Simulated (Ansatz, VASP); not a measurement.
**Mg2C in VASP and in Ansatz**

Contents of INCAR:

```
SYSTEM = Mg2C
PREC = Accurate ; ENCUT = 520
EDIFF = 1E-6 ; ISMEAR = 0
SIGMA = 0.1 ; LREAL = .FALSE.
LASPH = .TRUE. ; NELM = 100
ALGO = Normal ; ISIF = 2
LWAVE = .FALSE. ; LCHARG = .FALSE.
GGA = PE ; NBANDS = 11
```

KPOINTS

```
regular mesh
0
G
  8 8 8
  0 0 0
```

The input POSCAR:

```
Mg2C
1.0
   -1.4510291400      1.4510291400      5.8251049000
    1.4510291400     -1.4510291400      5.8251049000
    1.4510291400      1.4510291400     -5.8251049000
Mg C
2 1
Direct
    0.3284893900      0.3284893900      0.0000000000
    0.6715106100      0.6715106100      0.0000000000
    0.0000000000      0.0000000000      0.0000000000
```

Input for Ansatz:

```yaml
crystal:
  lattice:
    - [-1.45102914, 1.45102914, 5.8251049]
    - [1.45102914, -1.45102914, 5.8251049]
    - [1.45102914, 1.45102914, -5.8251049]
  atoms:
    - { symbol: Mg, position: [0.32848939, 0.32848939, 0.0] }
    - { symbol: Mg, position: [0.67151061, 0.67151061, 0.0] }
    - { symbol: C, position: [0.0, 0.0, 0.0] }
basis:
  ecutwfc: 420
kpoints:
  mp_grid: { grid: [8, 8, 8] }
hamiltonian:
  xc: pbe
scf:
  occupations: { method: gaussian, width: 0.1 }
  lower_state_search: "off"
output:
  forces: true
  stress: true
  eigenvalues: true
```

Change from the starting cell: species swapped into the Ti2Ag type (I4/mmm, No. 139).

Alike in both runs: task single point; functional PBE; k mesh 8 × 8 × 8; occupations gaussian, width 0.1 eV; no spin polarisation.

|  | VASP | Ansatz |
| --- | --- | --- |
| version | VASP 6.6.1 | Ansatz 0.2.0 |
| potentials or method | VASP PAW PBE potentials, release 64 (Mg, C), cutoff 520 eV | scalar-relativistic, plane waves, PAW |
| valence electrons in the cell | 8 | 24 |

```tsv
	VASP	Ansatz	Ansatz less VASP
gap on the k mesh at the Fermi level (eV)	none	none	-
pressure (GPa)	-1.8	-1.7	+0.06
traceless stress, the component that is largest in VASP (GPa)	-8.28	-8.28	-0.005
rms of the force components (eV/Å)	1.741	1.738	-0.0035
```

Atom by atom the forces differ by 0.003 eV/Å (rms over components). A gap of «none» marks a metal or a gap that the smearing closes. The functional is the same, so the differences come from potentials, cutoffs and numerics. VASP's potentials hold 8 valence electrons a cell and Ansatz's 24, so a difference there can come from the potentials and not from the codes.

The k mesh is coarse, so the values compare programs but aren't converged.
